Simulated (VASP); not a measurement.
# SnO2 (P4_2/mnm) in VASP: further runs

The runs below take SnO2 through single point, with PBE.

Everything below comes from runs of VASP 6.6.1. Logs are shortened: lines on timing, memory, paths and dates and some standing lists are left out, and cuts for length are marked.

## Step 1: The cell of the first run

Symmetry: P4_2/mnm, No. 136, tetragonal system. The conventional cell has a = 5.014 Å, b = 5.014 Å, c = 3.363 Å, α = 90.00°, β = 90.00°, γ = 90.00°. Sn (site symmetry mmm) has 6 O at 2.15 to 2.20 Å within 2.9 Å. Within 2.9 Å of O (site symmetry m2m) lie 3 Sn at 2.15 to 2.20 Å and 1 O at 2.69 Å.

## Step 2: Single point, PBE (14.09 Å³/atom)

INCAR

```
SYSTEM = SnO2
PREC     = Accurate       ! precision mode
ENCUT    = 520            ! plane-wave cutoff, eV
EDIFF    = 1E-6           ! SCF threshold, eV
ISMEAR   = 0              ! smearing method
SIGMA    = 0.05           ! smearing width, eV
LREAL    = .False.        ! projectors in reciprocal space
LASPH    = .True.         ! aspherical terms in the spheres
NELM     = 80             ! most SCF steps
ALGO     = Normal         ! electronic algorithm
ISIF     = 2              ! what is computed and relaxed
LWAVE    = .False.        ! write WAVECAR
LCHARG   = .False.        ! write CHGCAR
GGA      = PE             ! functional
NBANDS   = 35             ! bands
```

KPOINTS

```
Automatic mesh
0
Gamma
  6 6 10
  0 0 0
```

POSCAR

```
SnO2
1.0
    5.0136174365      0.0000000000      0.0000000000
    0.0000000000      5.0136316263      0.0000000000
    0.0000000000      0.0000000000      3.3625298753
Sn O
2 4
Direct
    0.5000000000      0.5000000000      0.5000000000
    0.0000000000      0.0000000000      0.0000000000
    0.3101058736      0.3101114243      0.0000000000
    0.8101058736      0.1898885757      0.5000000000
    0.1898941264      0.8101114243      0.5000000000
    0.6898941264      0.6898885757      0.0000000000
```

Potentials or basis: VASP PAW PBE potentials, release 64 (Sn_d, O).

Launch:

```sh
$ cat potpaw_PBE.64/Sn_d/POTCAR potpaw_PBE.64/O/POTCAR > POTCAR
$ mpirun -np 1 vasp_std > vasp.out
```

OUTCAR:

```text
SYSTEM = SnO2
   PREC = Accurate
   ENCUT = 520
   EDIFF = 1E-6
   ISMEAR = 0
   LREAL = .False.
   LASPH = .True.
   NELM = 80
   ISIF = 2
   GGA = PE

 ion  position               nearest neighbor table
   1  0.500  0.500  0.500-   3 2.15   6 2.15   3 2.15   6 2.15   5 2.20   4 2.20
   2  0.000  0.000  0.000-   4 2.15   5 2.15   4 2.15   5 2.15   3 2.20   6 2.20
   3  0.310  0.310  0.000-   1 2.15   1 2.15   2 2.20
   4  0.810  0.190  0.500-   2 2.15   2 2.15   1 2.20
   5  0.190  0.810  0.500-   2 2.15   2 2.15   1 2.20
   6  0.690  0.690  0.000-   1 2.15   1 2.15   2 2.20

  LATTYP: Found a simple tetragonal cell.
 ALAT       =     5.0136174365
 C/A-ratio  =     0.6706793883

  Lattice vectors:

 A1 = (   5.0136174365,   0.0000000000,   0.0000000000)
 A2 = (   0.0000000000,   5.0136316263,   0.0000000000)
 A3 = (   0.0000000000,   0.0000000000,   3.3625298753)

Analysis of symmetry for initial positions (statically):
=====================================================================
 Subroutine PRICEL returns:
 Original cell was already a primitive cell.

 Routine SETGRP: Setting up the symmetry group for a
 simple tetragonal supercell.

 Subroutine GETGRP returns: Found 16 space group operations
 (whereof  8 operations were pure point group operations)
 out of a pool of 16 trial point group operations.

The static configuration has the point symmetry D_2h.
 The point group associated with its full space group is D_4h.

Analysis of symmetry for dynamics (positions and initial velocities):
=====================================================================
 Subroutine PRICEL returns:
 Original cell was already a primitive cell.

 Routine SETGRP: Setting up the symmetry group for a
 simple tetragonal supercell.

 Subroutine GETGRP returns: Found 16 space group operations
 (whereof  8 operations were pure point group operations)
 out of a pool of 16 trial point group operations.

The dynamic configuration has the point symmetry D_2h.
 The point group associated with its full space group is D_4h.

 Subroutine INISYM returns: Found 16 space group operations
 (whereof  8 operations are pure point group operations),
 and found     1 'primitive' translations

----------------------------------------------------------------------------------------

                                     Primitive cell

  volume of cell :      84.5220

  direct lattice vectors                    reciprocal lattice vectors
     5.013617436  0.000000000  0.000000000     0.199456782  0.000000000  0.000000000
     0.000000000  5.013631626  0.000000000     0.000000000  0.199456217  0.000000000
     0.000000000  0.000000000  3.362529875     0.000000000  0.000000000  0.297395127

  length of vectors
     5.013617436  5.013631626  3.362529875     0.199456782  0.199456217  0.297395127

  position of ions in fractional coordinates (direct lattice)
     0.500000000  0.500000000  0.500000000
     0.000000000  0.000000000  0.000000000
     0.310105874  0.310111424  0.000000000
     0.810105874  0.189888576  0.500000000
     0.189894126  0.810111424  0.500000000
     0.689894126  0.689888576  0.000000000

  ion indices of the primitive-cell ions
   primitive index   ion index
                 1           1
                 2           2
                 3           3
                 4           4
                 5           5
                 6           6

----------------------------------------------------------------------------------------

 KPOINTS: Automatic mesh

Automatic generation of k-mesh.
 Grid dimensions read from file:
 generate k-points for:    6    6   10

 Generating k-lattice:

  Cartesian coordinates                     Fractional coordinates (reciprocal lattice)
     0.033242797  0.000000000  0.000000000     0.166666667  0.000000000  0.000000000
     0.000000000  0.033242703  0.000000000     0.000000000  0.166666667  0.000000000
     0.000000000  0.000000000  0.029739513     0.000000000  0.000000000  0.100000000

  Length of vectors
     0.033242797  0.033242703  0.029739513

  Shift w.r.t. Gamma in fractional coordinates (k-lattice)
     0.000000000  0.000000000  0.000000000

 Subroutine IBZKPT returns following result:
 ===========================================

 Found     60 irreducible k-points:

 Following reciprocal coordinates:
            Coordinates               Weight
  0.000000  0.000000  0.000000      1.000000
  0.166667  0.000000  0.000000      4.000000
  0.333333  0.000000  0.000000      4.000000
  0.500000  0.000000  0.000000      2.000000
  0.166667  0.166667  0.000000      4.000000
  0.333333  0.166667  0.000000      8.000000
[... 16 lines left out ...]
  0.333333  0.000000  0.200000      8.000000
  0.500000  0.000000  0.200000      4.000000
 [... further k-points ...]
   k-points           NKPTS =     60   k-points in BZ     NKDIM =     60   number of bands    NBANDS=     35
   number of dos      NEDOS =    301   number of ions     NIONS =      6
   total plane-waves  NPLWV =  44800
   dimension x,y,z NGX =    40 NGY =   40 NGZ =   28
   dimension x,y,z NGXF=    80 NGYF=   80 NGZF=   56
   ions per type =               2   4
   NGX,Y,Z   is equivalent  to a cutoff of  13.26, 13.26, 13.84 a.u.
   NGXF,Y,Z  is equivalent  to a cutoff of  26.53, 26.53, 27.69 a.u.
 SYSTEM =  SnO2
   PREC   = accura    normal or accurate (medium, high low for compatibility)
   ISTART =      0    job   : 0-new  1-cont  2-samecut
   ICHARG =      2    charge: 1-file 2-atom 10-const
   ISPIN  =      1    spin polarized calculation?
   LNONCOLLINEAR =      F non collinear calculations
   LSORBIT =      F    spin-orbit coupling
   LASPH  =      T    aspherical Exc in radial PAW
   ENCUT  =  520.0 eV  38.22 Ry    6.18 a.u.   9.32  9.32  6.25*2*pi/ulx,y,z
   NELM   =     80;   NELMIN=  2; NELMDL= -5     # of ELM steps
   EDIFF  = 0.1E-05   stopping-criterion for ELM
   LREAL  =      F    real-space projection
   EDIFFG = 0.1E-04   stopping-criterion for IOM
   NSW    =      0    number of steps for IOM
   IBRION =     -1    ionic relax: 0-MD 1-quasi-New 2-CG
   NFREE  =      0    steps in history (QN), initial steepest desc. (CG)
   ISIF   =      2    stress and relaxation
   ISYM   =      2    0-nonsym 1-usesym 2-fastsym
   POTIM  = 0.5000    time-step for ionic-motion
   TEBEG  =    0.0;   TEEND  =   0.0 temperature during run
   PSTRESS=    0.0 pullay stress
   NELECT =      52.0000    total number of electrons
   NUPDOWN=      -1.0000    fix difference up-down
   EMIN   =  10.00;   EMAX   =-10.00  energy-range for DOS
   EFERMI =   0.00;   METHOD = LEGACY
   ISMEAR =     0;   SIGMA  =   0.05  broadening in eV -4-tet -1-fermi 0-gaus
   EFERMI_NEDOS =   21; number of points for ismear=-14 and -15
   IALGO  =     38    algorithm
   IMIX   =      4    mixing-type and parameters
     AMIX     =   0.40;   BMIX     =  1.00
     AMIX_MAG =   1.60;   BMIX_MAG =  1.00
  volume/ion in A,a.u.               =      14.09        95.06
  Fermi-wavevector in a.u.,A,eV,Ry     =   1.392364  2.631186 26.377297  1.938677
  Thomas-Fermi vector in A             =   2.516114
   LORBIT       =      0    0 simple, 1 ext, 2 COOP (PROOUT), +10 PAW based schemes
   GGA     = PE    functional components
   LHFCALC =     F    Hartree Fock is set to
   AEXX    =    0.0000 exact exchange contribution
   IVDW    =     0    specifies the selected vdW correction
   LEPSILON=     F    determine dielectric tensor
   LRPA    =     F    only Hartree local field effects (RPA)
 non-spin polarized calculation
 Gauss-broadening in eV      SIGMA  =   0.05
  energy-cutoff  :      520.00
  volume of cell :       84.52
 maximum number of plane-waves:      2302
 NGX is ok and might be reduce to    40
   NGX = 19   NGY = 19   NGZ = 13

 number of electron      52.0000017 magnetization

 Free energy of the ion-electron system (eV)
  ---------------------------------------------------
  ext. energy  EPLUGINS =         0.00000000
  ---------------------------------------------------
  free energy    TOTEN  =       -36.87674264 eV

  energy without entropy =      -36.87658112  energy(sigma->0) =      -36.87666188

 E-fermi :   4.2829     XC(G=0): -10.3909

 val. band max:        4.2431326511   @ k =   0.0000   0.0000   0.1000
 cond. band min:       4.3033081536   @ k =   0.0000   0.0000   0.0000
 fundamental gap:      0.0601755025
 Fermi energy:         4.2828528192

 k-point     1 :       0.0000    0.0000    0.0000
  band No.  band energies     occupation
      1     -16.6271      2.00000
      2     -16.2035      2.00000
      3     -16.0951      2.00000
      4     -16.0673      2.00000
      5     -16.0673      2.00000
      6     -16.0337      2.00000
[... 27 lines left out ...]
     34      14.4019      0.00000
     35      15.7760      0.00000

 k-point     2 :       0.1667    0.0000    0.0000
  band No.  band energies     occupation
      1     -16.6013      2.00000
      2     -16.2288      2.00000
      3     -16.0941      2.00000
      4     -16.0665      2.00000
      5     -16.0664      2.00000
      6     -16.0484      2.00000
[... 27 lines left out ...]
     34      14.9318      0.00000
     35      15.7899      0.00000

 k-point     3 :       0.3333    0.0000    0.0000
  band No.  band energies     occupation
      1     -16.5280      2.00000
      2     -16.3083      2.00000
      3     -16.0908      2.00000
      4     -16.0711      2.00000
      5     -16.0647      2.00000
      6     -16.0647      2.00000
[... 27 lines left out ...]
     34      15.6599      0.00000
     35      15.8743      0.00000
[... 723 lines left out ...]
 k-point    23 :       0.3333    0.0000    0.2000
  band No.  band energies     occupation
      1     -16.4613      2.00000
      2     -16.3317      2.00000
      3     -16.1943      2.00000
      4     -16.1258      2.00000
      5     -16.0496      2.00000
      6     -16.0393      2.00000
[... 27 lines left out ...]
     34      15.5431      0.00000
     35      15.9437      0.00000

 k-point    24 :       0.5000    0.0000    0.2000
  band No.  band energies     occupation
      1     -16.4025      2.00000
      2     -16.4025      2.00000
      3     -16.1572      2.00000
      4     -16.1572      2.00000
      5     -16.0441      2.00000
      6     -16.0441      2.00000
[... 27 lines left out ...]
     34      15.2561      0.00000
     35      16.0041      0.00000

 [... further k-points ...]

------------------------ aborting loop because EDIFF is reached ----------------------------------------

  FORCE on cell =-STRESS in cart. coord.  units (eV):
  Direction    XX          YY          ZZ          XY          YZ          ZX
  --------------------------------------------------------------------------------------
  -------------------------------------------------------------------------------------
  Total       -6.6830903     -6.6831281     -9.4602889      0.0000000      0.0000000      0.0000000
  in kB     -126.6829429   -126.6836600   -179.3268080      0.0000000      0.0000000      0.0000000
  external PRESSURE =    -144.2311370 kB  Pullay stress =       0.0000000 kB

 VOLUME and BASIS-vectors are now :
 -----------------------------------------------------------------------------
  energy-cutoff  :      520.00
  volume of cell :       84.52
      direct lattice vectors                 reciprocal lattice vectors
     5.013617436  0.000000000  0.000000000     0.199456782  0.000000000  0.000000000
     0.000000000  5.013631626  0.000000000     0.000000000  0.199456217  0.000000000
     0.000000000  0.000000000  3.362529875     0.000000000  0.000000000  0.297395127

 POSITION                                       TOTAL-FORCE (eV/Angst)
 -----------------------------------------------------------------------------------
      2.50681      2.50682      1.68126         0.000000      0.000000      0.000000
      0.00000      0.00000      0.00000         0.000000      0.000000      0.000000
      1.55475      1.55478      0.00000        -0.018297     -0.018297      0.000000
      4.06156      0.95203      1.68126        -0.018297      0.018297      0.000000
      0.95206      4.06160      1.68126         0.018297     -0.018297      0.000000
      3.45887      3.45885      0.00000         0.018297      0.018297      0.000000
 -----------------------------------------------------------------------------------
    total drift:                                0.000000      0.000000     -0.000000

  FREE ENERGIE OF THE ION-ELECTRON SYSTEM (eV)
  ---------------------------------------------------
  free  energy   TOTEN  =       -36.8767426377 eV

  energy  without entropy=      -36.8765811201  energy(sigma->0) =      -36.87666188
```

Wall time 1.7 min (1 thread of AMD EPYC 9R45 (Zen 5), shared host); peak memory 0.25 GiB.

What came out:

| Quantity | Value |
| --- | --- |
| Free energy | -36.8767 eV |
| Pressure | -14.4 GPa |
| Largest force | 0.026 eV/Å |
| Band gap on the k mesh | 0.06 eV (least direct gap 0.35 eV) |

Forces in eV/Å, atoms in the order of the input:
```
Sn   0.000  0.000  0.000
Sn   0.000  0.000  0.000
O   -0.018 -0.018  0.000
O   -0.018  0.018  0.000
O    0.018 -0.018  0.000
O    0.018  0.018  0.000
```

Levels at points of the mesh, in eV from the valence-band top:
| k point | band 22 | band 23 | band 24 | band 25 | band 26 | band 27 | band 28 | band 29 | band 30 | band 31 |
| --- | --- | --- | --- | --- | --- | --- | --- | --- | --- | --- |
| (0.00, 0.00, 0.00) | -1.21 | -1.21 | -0.58 | -0.58 | -0.29 | 0.06 | 4.62 | 5.56 | 5.56 | 9.40 |
| (0.50, 0.00, 0.00) | -1.60 | -1.16 | -1.16 | -0.49 | -0.49 | 2.89 | 2.89 | 6.20 | 6.20 | 9.21 |
| (0.50, 0.50, 0.00) | -1.51 | -1.26 | -1.26 | -0.67 | -0.67 | 3.17 | 3.17 | 6.42 | 6.42 | 9.39 |
| (0.00, 0.00, 0.50) | -2.28 | -1.19 | -1.19 | -0.97 | -0.97 | 4.54 | 4.54 | 8.68 | 8.68 | 9.19 |
| (0.50, 0.00, 0.50) | -1.42 | -0.78 | -0.78 | -0.72 | -0.72 | 4.77 | 4.77 | 6.79 | 6.79 | 9.66 |
| (0.50, 0.50, 0.50) | -2.24 | -0.78 | -0.78 | -0.59 | -0.59 | 3.57 | 3.57 | 7.91 | 7.91 | 9.64 |

Caveat: the cell stands under tension; spin-orbit coupling is left out, which moves the levels of the heavy elements.

## Step 3: Single point, PBE (14.09 Å³/atom)

INCAR

```
PREC     = Accurate       # precision mode
ENCUT    = 520            # plane-wave cutoff, eV
EDIFF    = 1E-6           # SCF threshold, eV
ISMEAR   = 0              # smearing method
SIGMA    = 0.05           # smearing width, eV
LREAL    = F              # projectors in reciprocal space
LASPH    = T              # aspherical terms in the spheres
NELM     = 60             # most SCF steps
ALGO     = Normal         # electronic algorithm
ISIF     = 2              # what is computed and relaxed
LWAVE    = F              # write WAVECAR
LCHARG   = T              # write CHGCAR
GGA      = PE             # functional
LELF     = T              # ELF
LVHAR    = T            
NBANDS   = 35             # bands
```

KPOINTS

```
Automatic mesh
0
Gamma
  6 6 10
```

POSCAR

```
SnO2
1.0
    5.1036710027      0.0000000000      0.0000000000
    0.0000000000      5.1036854474      0.0000000000
    0.0000000000      0.0000000000      3.2449140235
Sn O
2 4
Direct
    0.5000000000      0.5000000000      0.5000000000
    0.0000000000      0.0000000000      0.0000000000
    0.3115726173      0.3115804990      0.0000000000
    0.8115726173      0.1884195010      0.5000000000
    0.1884273827      0.8115804990      0.5000000000
    0.6884273827      0.6884195010      0.0000000000
```

Potentials or basis: VASP PAW PBE potentials, release 64 (Sn_d, O).

Launch:

```sh
$ cat potpaw_PBE.64/Sn_d/POTCAR potpaw_PBE.64/O/POTCAR > POTCAR
$ mpirun -np 1 vasp_std > vasp.out
```

Run time: 90 s. Hardware: 1 thread of AMD EPYC 9R45 (Zen 5), shared host; peak memory 0.24 GiB.

It converged, with:

```yaml
Free_energy: -36.9036 eV
Pressure: -12.0 GPa
Largest_force: 0.048 eV/Å
Band_gap_on_the_k_mesh: 0.01 eV
```

Forces in eV/Å, atoms in the order of the input:
```
Sn   0.000  0.000  0.000
Sn   0.000  0.000  0.000
O   -0.034 -0.034  0.000
O   -0.034  0.034  0.000
O    0.034 -0.034  0.000
O    0.034  0.034  0.000
```

Stress tensor (GPa, compression positive):
```
-12.83   0.00   0.00
  0.00 -12.83   0.00
  0.00   0.00 -10.35
```

Levels at points of the mesh, in eV from the valence-band top:
| k point | band 24 | band 25 | band 26 | band 27 | band 28 | band 29 |
| --- | --- | --- | --- | --- | --- | --- |
| (0.00, 0.00, 0.00) | -0.69 | -0.69 | 0.00 | 0.01 | 4.93 | 5.85 |
| (0.50, 0.00, 0.00) | -1.10 | -0.60 | -0.60 | 2.94 | 2.94 | 6.53 |
| (0.50, 0.50, 0.00) | -1.18 | -0.79 | -0.79 | 3.30 | 3.30 | 6.62 |
| (0.00, 0.00, 0.50) | -1.20 | -1.04 | -1.04 | 4.63 | 4.63 | 8.57 |
| (0.50, 0.00, 0.50) | -0.86 | -0.83 | -0.83 | 4.82 | 4.82 | 6.54 |
| (0.50, 0.50, 0.50) | -0.88 | -0.69 | -0.69 | 3.66 | 3.66 | 7.73 |

Caveat: the cell stands under tension; spin-orbit coupling is left out, which moves the levels of the heavy elements.

## Step 4: Single point, PBE (13.58 Å³/atom)

This run uses another cell than the first one, of 13.58 Å³/atom.

INCAR

```
SYSTEM = SnO2
ALGO = Normal
EDIFF = 1E-6
ENCUT = 520
GGA = PE
ISIF = 2
ISMEAR = 0
LASPH = .TRUE.
LCHARG = .FALSE.
LREAL = .FALSE.
LWAVE = .FALSE.
NBANDS = 35
NELM = 60
PREC = Accurate
SIGMA = 0.05
```

KPOINTS

```
k-points
0
G
  6 6 10
  0 0 0
```

POSCAR

```
SnO2
1.0
    4.9975234151      0.0000000000      0.0000000000
    0.0000000000      4.9975375594      0.0000000000
    0.0000000000      0.0000000000      3.2633827901
Sn O
2 4
Direct
    0.5000000000      0.5000000000      0.5000000000
    0.0000000000      0.0000000000      0.0000000000
    0.3092118541      0.3092257988      0.0000000000
    0.8092118541      0.1907742012      0.5000000000
    0.1907881459      0.8092257988      0.5000000000
    0.6907881459      0.6907742012      0.0000000000
```

Launch:

```sh
$ cat potpaw_PBE.64/Sn_d/POTCAR potpaw_PBE.64/O/POTCAR > POTCAR
$ mpirun -np 1 vasp_std > vasp.out
```

Run time: 1.9 min. Hardware: 1 thread of Intel Xeon 6975P-C (Granite Rapids), shared host; peak memory 0.33 GiB.

The run converged. Its results:

```
Free energy            : -37.1235 eV
Pressure               : -9.6 GPa
Largest force          : 0.032 eV/Å
Band gap on the k mesh : 0.09 eV
```

Forces in eV/Å, atoms in the order of the input:
```
Sn   0.000  0.000  0.000
Sn   0.000  0.000  0.000
O   -0.023 -0.023  0.000
O   -0.023  0.023  0.000
O    0.023 -0.023  0.000
O    0.023  0.023  0.000
```

Stress tensor (GPa, compression positive):
```
-9.84  0.00  0.00
 0.00 -9.84  0.00
 0.00  0.00 -9.09
```

Levels at points of the mesh, in eV from the valence-band top:
| k point | band 22 | band 23 | band 24 | band 25 | band 26 | band 27 | band 28 | band 29 | band 30 | band 31 |
| --- | --- | --- | --- | --- | --- | --- | --- | --- | --- | --- |
| (0.00, 0.00, 0.00) | -1.21 | -1.21 | -0.70 | -0.70 | 0.00 | 0.09 | 5.11 | 5.85 | 5.85 | 9.91 |
| (0.50, 0.00, 0.00) | -1.75 | -1.16 | -1.16 | -0.59 | -0.59 | 3.19 | 3.19 | 6.54 | 6.54 | 9.39 |
| (0.00, 0.50, 0.00) | -1.75 | -1.16 | -1.16 | -0.59 | -0.59 | 3.19 | 3.19 | 6.54 | 6.54 | 9.39 |
| (0.50, 0.50, 0.00) | -1.64 | -1.26 | -1.26 | -0.81 | -0.81 | 3.55 | 3.55 | 6.73 | 6.73 | 9.54 |
| (0.00, 0.00, 0.50) | -2.41 | -1.32 | -1.32 | -1.08 | -1.08 | 4.87 | 4.87 | 8.80 | 8.80 | 9.38 |
| (0.50, 0.00, 0.50) | -1.54 | -0.91 | -0.91 | -0.81 | -0.81 | 5.08 | 5.08 | 6.89 | 6.89 | 10.17 |
| (0.00, 0.50, 0.50) | -1.54 | -0.91 | -0.91 | -0.81 | -0.81 | 5.08 | 5.08 | 6.89 | 6.89 | 10.17 |
| (0.50, 0.50, 0.50) | -2.37 | -0.89 | -0.89 | -0.72 | -0.72 | 3.80 | 3.80 | 8.06 | 8.06 | 9.92 |

Caveat: the cell stands under tension; spin-orbit coupling is left out, which moves the levels of the heavy elements.

(Part 1 of 2 ends here.)
